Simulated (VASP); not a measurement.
# ZnSb4Mo2 (C2/m) in VASP: single point with PBE

Aim: the single point of ZnSb4Mo2 with PBE.

All numbers are computed with VASP 6.6.1; they aren't measurements. Logs are shortened: lines on timing, memory, paths and dates and some standing lists are left out, and cuts for length are marked.

### Step 1. The cell of the first run

The structure is monoclinic, space group C2/m (No. 12). Conventional cell: a = 13.879 Å, b = 3.582 Å, c = 6.447 Å, α = 90.00°, β = 115.50°, γ = 90.00°. Zn (site symmetry 2/m) has 6 Sb at 2.58 to 2.67 Å and 2 Mo at 3.25 Å within 3.4 Å. Sb (site symmetry m) has 2 Zn at 2.67 Å and 3 Mo at 2.74 to 2.81 Å and 2 Sb at 3.49 Å within 3.5 Å. Within 3.4 Å of Sb (site symmetry m) lie 1 Zn at 2.58 Å and 3 Mo at 2.60 to 2.61 Å and 1 Sb at 3.30 Å. Within 3.4 Å of Mo (site symmetry m) lie 6 Sb at 2.60 to 2.81 Å and 2 Mo at 3.11 Å and 1 Zn at 3.25 Å.

### Step 2. Single point, PBE

Contents of INCAR:

```
SYSTEM = ZnSb4Mo2
PREC = Accurate ; ENCUT = 520
EDIFF = 1E-7 ; ISMEAR = 1
SIGMA = 0.021 ; LREAL = .FALSE.
LASPH = .TRUE. ; NELM = 80
ALGO = Normal ; ISIF = 2
LWAVE = .FALSE. ; LCHARG = .FALSE.
GGA = PE ; NBANDS = 39
```

Contents of KPOINTS:

```
regular mesh
0
G
  5 5 3
  0 0 0
```

Contents of POSCAR:

```
ZnSb4Mo2
1.0
    0.0000000000      3.5823730000      0.0000000000
    4.0389750000     -1.7911870000      5.6431610000
    3.1164790000      0.0000000000     -5.6431610000
Zn Sb Mo
1 4 2
Direct
    0.0000000000      0.0000000000      0.0000000000
    0.3622000000      0.7244000000      0.0228000000
    0.6378000000      0.2756000000      0.9772000000
    0.1045000000      0.2090000000      0.4411000000
    0.8955000000      0.7910000000      0.5589000000
    0.2569000000      0.5138000000      0.3095000000
    0.7431000000      0.4862000000      0.6905000000
```

Potentials or basis: VASP PAW PBE potentials, release 64 (Zn, Sb, Mo_sv).

On the command line:

```console
$ cat potpaw_PBE.64/Zn/POTCAR potpaw_PBE.64/Sb/POTCAR potpaw_PBE.64/Mo_sv/POTCAR > POTCAR
$ mpirun -np 1 vasp_std > vasp.out
```

OUTCAR:

```text
SYSTEM = ZnSb4Mo2
   PREC = Accurate
   ENCUT = 520
   EDIFF = 1E-7
   ISMEAR = 1
   LREAL = .FALSE.
   LASPH = .TRUE.
   NELM = 80
   ISIF = 2
   GGA = PE

 ion  position               nearest neighbor table
   1  0.000  0.000  0.000-   4 2.58   5 2.58   3 2.67   2 2.67   3 2.67   2 2.67   7 3.25   6 3.25

   2  0.362  0.724  0.023-   1 2.67   1 2.67   7 2.74   7 2.74   6 2.81   3 3.49   3 3.49   5 3.68
                             5 3.68   4 3.74   4 3.74   5 3.74   5 3.74
   3  0.638  0.276  0.977-   1 2.67   1 2.67   6 2.74   6 2.74   7 2.81   2 3.49   2 3.49   4 3.68
                             4 3.68   5 3.74   5 3.74   4 3.74   4 3.74
   4  0.105  0.209  0.441-   1 2.58   6 2.60   7 2.61   7 2.61   5 3.30   3 3.68   3 3.68   2 3.74
                             2 3.74   3 3.74   3 3.74
   5  0.895  0.791  0.559-   1 2.58   7 2.60   6 2.61   6 2.61   4 3.30   2 3.68   2 3.68   3 3.74
                             3 3.74   2 3.74   2 3.74
   6  0.257  0.514  0.309-   4 2.60   5 2.61   5 2.61   3 2.74   3 2.74   2 2.81   7 3.11   7 3.11
                             1 3.25
   7  0.743  0.486  0.691-   5 2.60   4 2.61   4 2.61   2 2.74   2 2.74   3 2.81   6 3.11   6 3.11
                             1 3.25

  LATTYP: Found a base centered monoclinic cell.
 ALAT       =    13.8792773764
 B/A-ratio  =     0.2581094752
 C/A-ratio  =     0.4644713552
 COS(beta)  =    -0.4304730284

  Lattice vectors:

 A1 = (   4.0389750000,   1.7911860000,   5.6431610000)
 A2 = (   4.0389750000,  -1.7911870000,   5.6431610000)
 A3 = (   3.1164790000,   0.0000000000,  -5.6431610000)

Analysis of symmetry for initial positions (statically):
=====================================================================
 Subroutine PRICEL returns:
 Original cell was already a primitive cell.

 Routine SETGRP: Setting up the symmetry group for a
 base centered monoclinic supercell.

 Subroutine GETGRP returns: Found  4 space group operations
 (whereof  4 operations were pure point group operations)
 out of a pool of  4 trial point group operations.

The static configuration has the point symmetry C_2h.

Analysis of symmetry for dynamics (positions and initial velocities):
=====================================================================
 Subroutine PRICEL returns:
 Original cell was already a primitive cell.

 Routine SETGRP: Setting up the symmetry group for a
 base centered monoclinic supercell.

 Subroutine GETGRP returns: Found  4 space group operations
 (whereof  4 operations were pure point group operations)
 out of a pool of  4 trial point group operations.

The dynamic configuration has the point symmetry C_2h.

 Subroutine INISYM returns: Found  4 space group operations
 (whereof  4 operations are pure point group operations),
 and found     1 'primitive' translations

----------------------------------------------------------------------------------------

                                     Primitive cell

  volume of cell :     144.6540

  direct lattice vectors                    reciprocal lattice vectors
     0.000000000  3.582373000  0.000000000     0.069876788  0.279144578  0.038589993
     4.038975000 -1.791187000  5.643161000     0.139753536  0.000000000  0.077179964
     3.116479000  0.000000000 -5.643161000     0.139753536  0.000000000 -0.100025684

  length of vectors
     3.582373000  7.167073042  6.446526773     0.290333685  0.159648983  0.171860956

  position of ions in fractional coordinates (direct lattice)
     0.000000000  0.000000000  0.000000000
     0.362200000  0.724400000  0.022800000
     0.637800000  0.275600000  0.977200000
     0.104500000  0.209000000  0.441100000
     0.895500000  0.791000000  0.558900000
     0.256900000  0.513800000  0.309500000
     0.743100000  0.486200000  0.690500000

  ion indices of the primitive-cell ions
   primitive index   ion index
                 1           1
                 2           2
                 3           3
                 4           4
                 5           5
                 6           6
                 7           7

----------------------------------------------------------------------------------------

 KPOINTS: regular mesh

Automatic generation of k-mesh.
 Grid dimensions read from file:
 generate k-points for:    5    5    3

 Generating k-lattice:

  Cartesian coordinates                     Fractional coordinates (reciprocal lattice)
     0.013975358  0.055828916  0.007717999     0.200000000 -0.000000000  0.000000000
     0.027950707  0.000000000  0.015435993     0.000000000  0.200000000  0.000000000
     0.046584512  0.000000000 -0.033341895     0.000000000  0.000000000  0.333333333

  Length of vectors
     0.058066737  0.031929797  0.057286985

  Shift w.r.t. Gamma in fractional coordinates (k-lattice)
     0.000000000  0.000000000  0.000000000

 Subroutine IBZKPT returns following result:
 ===========================================

 Found     24 irreducible k-points:

 Following reciprocal coordinates:
            Coordinates               Weight
  0.000000  0.000000  0.000000      1.000000
  0.200000 -0.000000  0.000000      4.000000
  0.400000 -0.000000  0.000000      4.000000
  0.000000  0.200000  0.000000      2.000000
  0.200000  0.200000  0.000000      4.000000
  0.400000  0.200000 -0.000000      4.000000
[... 16 lines left out ...]
  0.200000 -0.400000  0.333333      4.000000
  0.000000 -0.200000  0.333333      2.000000
   k-points           NKPTS =     24   k-points in BZ     NKDIM =     24   number of bands    NBANDS=     39
   number of dos      NEDOS =    301   number of ions     NIONS =      7
   total plane-waves  NPLWV =  72576
   dimension x,y,z NGX =    28 NGY =   54 NGZ =   48
   dimension x,y,z NGXF=    56 NGYF=  108 NGZF=   96
   ions per type =               1   4   2
   NGX,Y,Z   is equivalent  to a cutoff of  12.99, 12.53, 12.38 a.u.
   NGXF,Y,Z  is equivalent  to a cutoff of  25.99, 25.05, 24.76 a.u.
 SYSTEM =  ZnSb4Mo2
   PREC   = accura    normal or accurate (medium, high low for compatibility)
   ISTART =      0    job   : 0-new  1-cont  2-samecut
   ICHARG =      2    charge: 1-file 2-atom 10-const
   ISPIN  =      1    spin polarized calculation?
   LNONCOLLINEAR =      F non collinear calculations
   LSORBIT =      F    spin-orbit coupling
   LASPH  =      T    aspherical Exc in radial PAW
   ENCUT  =  520.0 eV  38.22 Ry    6.18 a.u.   6.66 13.33 11.99*2*pi/ulx,y,z
   NELM   =     80;   NELMIN=  2; NELMDL= -5     # of ELM steps
   EDIFF  = 0.1E-06   stopping-criterion for ELM
   LREAL  =      F    real-space projection
   EDIFFG = 0.1E-05   stopping-criterion for IOM
   NSW    =      0    number of steps for IOM
   IBRION =     -1    ionic relax: 0-MD 1-quasi-New 2-CG
   NFREE  =      0    steps in history (QN), initial steepest desc. (CG)
   ISIF   =      2    stress and relaxation
   ISYM   =      2    0-nonsym 1-usesym 2-fastsym
   POTIM  = 0.5000    time-step for ionic-motion
   TEBEG  =    0.0;   TEEND  =   0.0 temperature during run
   PSTRESS=    0.0 pullay stress
   NELECT =      60.0000    total number of electrons
   NUPDOWN=      -1.0000    fix difference up-down
   EMIN   =  10.00;   EMAX   =-10.00  energy-range for DOS
   EFERMI =   0.00;   METHOD = LEGACY
   ISMEAR =     1;   SIGMA  =   0.02  broadening in eV -4-tet -1-fermi 0-gaus
   EFERMI_NEDOS =   21; number of points for ismear=-14 and -15
   IALGO  =     38    algorithm
   IMIX   =      4    mixing-type and parameters
     AMIX     =   0.40;   BMIX     =  1.00
     AMIX_MAG =   1.60;   BMIX_MAG =  1.00
  volume/ion in A,a.u.               =      20.66       139.45
  Fermi-wavevector in a.u.,A,eV,Ry     =   1.220905  2.307175 20.280957  1.490608
  Thomas-Fermi vector in A             =   2.356106
   LORBIT       =      0    0 simple, 1 ext, 2 COOP (PROOUT), +10 PAW based schemes
   GGA     = PE    functional components
   LHFCALC =     F    Hartree Fock is set to
   AEXX    =    0.0000 exact exchange contribution
   IVDW    =     0    specifies the selected vdW correction
   LEPSILON=     F    determine dielectric tensor
   LRPA    =     F    only Hartree local field effects (RPA)
 non-spin polarized calculation
 Methfessel and Paxton  Order N= 1 SIGMA  =   0.02
  energy-cutoff  :      520.00
  volume of cell :      144.65
 maximum number of plane-waves:      3919
   NGX = 13   NGY = 27   NGZ = 23

 number of electron      60.0000006 magnetization

 Free energy of the ion-electron system (eV)
  ---------------------------------------------------
  ext. energy  EPLUGINS =         0.00000000
  ---------------------------------------------------
  free energy    TOTEN  =       -37.54676666 eV

  energy without entropy =      -37.54645229  energy(sigma->0) =      -37.54666187

 E-fermi :   9.1926     XC(G=0): -11.1956

 val. band max:        9.1900835446   @ k =  -0.4000   0.0000   0.3333
 cond. band min:       9.2001622718   @ k =   0.0000   0.2000   0.0000
 fundamental gap:      0.0100787272
 Fermi energy:         9.1925638706

 k-point     1 :       0.0000    0.0000    0.0000
  band No.  band energies     occupation
      1     -51.4208      2.00000
      2     -51.3949      2.00000
      3     -25.6913      2.00000
      4     -25.6704      2.00000
      5     -25.6198      2.00000
      6     -25.5913      2.00000
[... 31 lines left out ...]
     38      13.4887      0.00000
     39      13.8229      0.00000

 k-point     2 :       0.2000   -0.0000    0.0000
  band No.  band energies     occupation
      1     -51.4168      2.00000
      2     -51.3958      2.00000
      3     -25.7006      2.00000
      4     -25.6954      2.00000
      5     -25.6113      2.00000
      6     -25.6091      2.00000
[... 913 lines left out ...]
     38      13.0715      0.00000
     39      14.1386      0.00000

 k-point    24 :       0.0000   -0.2000    0.3333
  band No.  band energies     occupation
      1     -51.4205      2.00000
      2     -51.3952      2.00000
      3     -25.6842      2.00000
      4     -25.6694      2.00000
      5     -25.6214      2.00000
      6     -25.5923      2.00000
[... 31 lines left out ...]
     38      13.1349      0.00000
     39      13.9660      0.00000

------------------------ aborting loop because EDIFF is reached ----------------------------------------

  FORCE on cell =-STRESS in cart. coord.  units (eV):
  Direction    XX          YY          ZZ          XY          YZ          ZX
  --------------------------------------------------------------------------------------
  -------------------------------------------------------------------------------------
  Total       12.7416940      7.9608402     12.0305864     -0.0000009     -0.0000005     -0.0621371
  in kB      141.1260916     88.1736974    133.2499153     -0.0000098     -0.0000051     -0.6882264
  external PRESSURE =     120.8499014 kB  Pullay stress =       0.0000000 kB

 VOLUME and BASIS-vectors are now :
 -----------------------------------------------------------------------------
  energy-cutoff  :      520.00
  volume of cell :      144.65
      direct lattice vectors                 reciprocal lattice vectors
     0.000000000  3.582373000  0.000000000     0.069876788  0.279144578  0.038589993
     4.038975000 -1.791187000  5.643161000     0.139753536  0.000000000  0.077179964
     3.116479000  0.000000000 -5.643161000     0.139753536  0.000000000 -0.100025684

 POSITION                                       TOTAL-FORCE (eV/Angst)
 -----------------------------------------------------------------------------------
      0.00000      0.00000      0.00000        -0.000000     -0.000000     -0.000000
      2.99689     -0.00000      3.95924         0.160602      0.000000     -1.640889
      4.15856      1.79119     -3.95924        -0.160602     -0.000000      1.640889
      2.21882     -0.00000     -1.30978        -1.082674      0.000000     -2.443732
      4.93663      1.79119      1.30978         1.082674     -0.000000      2.443732
      3.03978     -0.00000      1.15290         0.085528     -0.000000     -0.086842
      4.11568      1.79119     -1.15290        -0.085528      0.000000      0.086842
 -----------------------------------------------------------------------------------
    total drift:                               -0.000000     -0.000000      0.000000

  FREE ENERGIE OF THE ION-ELECTRON SYSTEM (eV)
  ---------------------------------------------------
  free  energy   TOTEN  =       -37.5467666580 eV

  energy  without entropy=      -37.5464522853  energy(sigma->0) =      -37.54666187
```

It took 3.6 min on 1 thread of Oxide Virtual Turin-like, shared host; peak memory 0.29 GiB.

Results:

- Free energy: -37.5468 eV
- Pressure: 12.1 GPa
- Largest force: 2.673 eV/Å
- Band gap on the k mesh: zero (band 30 reaches 10.13 eV, above the bottom of band 31 at 9.05 eV)

Forces on the atoms (eV/Å):
```
Zn   0.000  0.000  0.000
Sb   0.161  0.000 -1.641
Sb  -0.161  0.000  1.641
Sb  -1.083  0.000 -2.444
Sb   1.083  0.000  2.444
Mo   0.086  0.000 -0.087
Mo  -0.086  0.000  0.087
```

Caveat: the k points lie up to 0.36 Å⁻¹ apart; spin-orbit coupling is left out, which moves the levels of the heavy elements; forces of over 1 eV/Å act on the atoms, so gaps and moduli don't describe the material at rest.
